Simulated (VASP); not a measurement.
MnS, 2 atoms in the cell. It takes space group Fm-3m (No. 225, cubic). Conventional cell: a = 5.278 Å, b = 5.278 Å, c = 5.278 Å, α = 90.00°, β = 90.00°, γ = 90.00°. Within 3.5 Å of Mn (site symmetry m-3m) lie 6 S at 2.64 Å. Within 3.5 Å of S (site symmetry m-3m) lie 6 Mn at 2.64 Å. 

- Program: VASP 6.6.1
- Task: single point
- Functional: revPBE
- Dispersion: D4
- Potentials or basis: VASP PAW PBE potentials, release 64 (Mn_sv, S)
- Cutoff: 680 eV
- k mesh: 9 × 9 × 9
- Occupations: fermi-dirac, width 0.025 eV
- Spin: collinear spin, ferromagnetic start
- Starting moments: [4.0, 0.0] μB
- Hubbard terms: Mn d U = 3.0 eV
- Dipole correction: no
- Further INCAR settings: ALGO = Normal; EDIFF = 1e-06; NBANDS = 22

Potentials or basis: VASP PAW PBE potentials, release 64 (Mn_sv, S).

Launch:

```sh
$ cat potpaw_PBE.64/Mn_sv/POTCAR potpaw_PBE.64/S/POTCAR > POTCAR
$ mpirun -np 1 vasp_std > vasp.out
```

Hardware: 1 thread of Intel(R) Xeon(R) Platinum 8259CL CPU @ 2.50GHz (Skylake/Cascade Lake) (shared host).

Problem. Estimate the wall time of this run.

Solution. Wall time 93 s on 1 thread of Intel(R) Xeon(R) Platinum 8259CL CPU @ 2.50GHz (Skylake/Cascade Lake) (shared host), peak memory 0.24 GiB. Counts: scf iterations 15, k points 35.
